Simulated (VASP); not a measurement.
Te: single point with PBE

Te:

```
Te
1.0
     5.39093   -0.09226   -0.01577
     1.90803    5.04908    0.01085
     1.38033    0.87088    6.63057
Te
5
Direct
  0.30996 0.81113 0.67252
  0.81175 0.31328 0.68533
  0.18825 0.68672 0.31467
  0.50000 0.00000 0.00000
  0.69004 0.18887 0.32748
```

- Program: VASP 6.6.1
- Task: single point
- Functional: PBE
- Potentials or basis: VASP PAW PBE potentials, release 64 (Te)
- Cutoff: 520 eV
- k mesh: 8 × 8 × 6
- Occupations: gaussian, width 0.1 eV
- Spin: no spin polarisation
- Dipole correction: no
- Further INCAR settings: ALGO = Normal; EDIFF = 1e-06; NBANDS = 23

| Quantity | Value |
| --- | --- |
| Pressure | 0.0 GPa |
| Largest force | 0.012 eV/Å |
| Band gap on the k mesh | zero (band 15 reaches 5.63 eV, above the bottom of band 16 at 4.39 eV) |

Forces on the atoms (eV/Å):
```
Te   0.008  0.002  0.009
Te   0.002  0.001  0.005
Te  -0.002 -0.001 -0.005
Te   0.000  0.000  0.000
Te  -0.008 -0.002 -0.009
```

Levels at points of the mesh, in eV from the Fermi level:
```csv
k point,band 13,band 14,band 15,band 16,band 17,band 18
"(0.00, 0.00, 0.00)",-1.26,-1.09,-0.46,2.00,2.52,2.57
"(0.50, 0.00, 0.00)",-0.66,-0.60,-0.32,-0.18,0.09,1.43
"(0.00, 0.50, 0.00)",-0.66,-0.59,-0.32,-0.17,0.10,1.43
"(0.50, 0.50, 0.00)",-0.74,-0.41,0.16,0.73,2.81,2.81
"(0.00, 0.00, 0.50)",-1.24,-1.13,-0.26,0.74,1.05,2.46
"(0.50, 0.00, 0.50)",-1.78,-1.19,-0.79,-0.13,0.13,0.54
"(0.00, 0.50, 0.50)",-1.78,-1.19,-0.78,-0.14,0.12,0.54
"(0.50, 0.50, 0.50)",-0.75,-0.64,-0.03,1.12,1.68,2.91
```

Wall time 7.5 min on 1 thread of Intel(R) Xeon(R) Platinum 8375C CPU @ 2.90GHz (Ice Lake) (shared host), peak memory 0.7 GiB.

Caveat: spin-orbit coupling is left out, which moves the levels of the heavy elements.
